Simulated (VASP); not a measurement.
# Se: single point with PBE

Crystal: Se.

```
Se
1.0
     3.75605    0.00000    0.00000
    -1.87802    3.25283    0.00000
     0.00000    0.00000    3.88759
Se
2
Cartesian
  0.0000 2.1686 0.9719
  1.8780 1.0843 2.9157
```

This isn't the form of Se at room conditions, which is trigonal, of chains.

* Program: VASP 6.6.1
* Task: single point
* Functional: PBE
* Potentials or basis: VASP PAW PBE potentials, release 64 (Se)
* Cutoff: 520 eV
* k mesh: 19 × 19 × 10
* Occupations: fermi-dirac, width 0.03 eV
* Spin: no spin polarisation
* Dipole correction: no
* Further INCAR settings: ALGO = Normal; EDIFF = 1e-07; NBANDS = 13

```json
{
  "Pressure": "-3.4 GPa",
  "Band gap on the k mesh": "zero (bands 6 and 7 overlap by 2.03 eV)"
}
```

Stress tensor (GPa, compression positive):
```
-2.76  0.00  0.00
 0.00 -2.76  0.00
 0.00  0.00 -4.60
```

Levels at points of the mesh, in eV from the Fermi level:
| k point | band 3 | band 4 | band 5 | band 6 | band 7 | band 8 | band 9 | band 10 |
| --- | --- | --- | --- | --- | --- | --- | --- | --- |
| (0.00, 0.00, 0.00) | -4.36 | -2.21 | -2.21 | 0.74 | 0.74 | 3.01 | 4.44 | 6.99 |
| (0.00, 0.00, 0.50) | -1.22 | -1.22 | -0.66 | -0.66 | -0.66 | -0.66 | 8.15 | 8.15 |

Run time: 41 s on 1 thread of Intel(R) Xeon(R) 6975P-C (Granite Rapids) (shared host), peak memory 0.25 GiB.

Caveat: the cell stands under tension.
